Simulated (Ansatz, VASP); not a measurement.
**C: VASP beside Ansatz**

```
CELL_PARAMETERS angstrom
6.74445 0.00000 0.00000
-3.37223 5.84087 0.00000
0.00000 0.00000 1.28361
ATOMIC_POSITIONS crystal
C 0.00000 0.00000 0.00000
C 0.33333 0.66667 0.50000
C 0.66667 0.33333 0.50000
```

Alike in both runs: functional BLYP; k mesh 11 × 11 × 15; occupations fermi-dirac, width 0.1 eV; no spin polarisation.

Ansatz relaxed the structure, and its values are those at the end. VASP's run is a single point on that final structure, the one shown.

|  | VASP | Ansatz |
| --- | --- | --- |
| version | VASP 6.6.1 | Ansatz 0.2.0 |
| potentials or method | VASP PAW PBE potentials, release 64 (C), cutoff 520 eV | plane waves (420 eV) with PAW, scalar-relativistic |
| valence electrons in the cell | 12 | 12 |

```tsv
	VASP	Ansatz	Ansatz less VASP
pressure (GPa)	-0.3	0.0	+0.28
```

VASP's potentials were made for PBE, not for BLYP.
